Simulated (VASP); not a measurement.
Runs of VASP 6.6.1 on TiSn2Te3. The structure is that of space group P6/mmm (No. 191), or close to it. The cells are those of the table. The cell was generated, and may not be a known phase.

| task | cell | k mesh | cutoff (eV) | gap on the mesh (eV) | pressure (GPa) | relaxed volume (Å³/atom) |
| --- | --- | --- | --- | --- | --- | --- |
| relaxation of cell and atoms | relaxed from a = 4.750, b = 4.750, c = 10.206 Å, angles 90.0, 90.0, 120.0°, 6 atoms | 6 × 6 × 2 | 600 | none | 0.0 | 27.65 |
| single point | a = 5.593, b = 5.593, c = 6.087 Å, angles 90.0, 90.0, 120.0°, 6 atoms | 6 × 6 × 4 | 520 | none | 0.0 | - |
| single point | a = 4.750, b = 4.750, c = 10.206 Å, angles 90.0, 90.0, 120.0°, 6 atoms | 6 × 6 × 2 | 520 | none | 22.5 | - |
| relaxation of cell and atoms | relaxed from a = 5.478, b = 5.478, c = 6.399 Å, angles 90.0, 90.0, 120.0°, 6 atoms | 6 × 6 × 4 | 600 | none | 0.0 | (a) |
| single point | a = 5.478, b = 5.478, c = 6.399 Å, angles 90.0, 90.0, 120.0°, 6 atoms | 6 × 6 × 2 | 520 | none | -0.1 | - |

Alike in all rows: level PBE; potentials or basis VASP PAW PBE potentials, release 64 (Ti_sv, Sn_d, Te); no spin polarisation; smearing gaussian 0.1 eV.

Q: Estimate the missing entries.

A: (a) 27.51.

Caveats: some runs use coarse meshes; spin-orbit coupling is left out, which moves the levels of the heavy elements; the volume moved by over 15 % at a fixed basis, so the end points are rough (at least some runs); the stress differs along the axes, from -1 to 34 GPa (at least some runs).

A k mesh can miss the band edges, and the runs leave out spin-orbit coupling on Sn, Te.

A gap of «none» marks levels without a gap at the run's occupations.
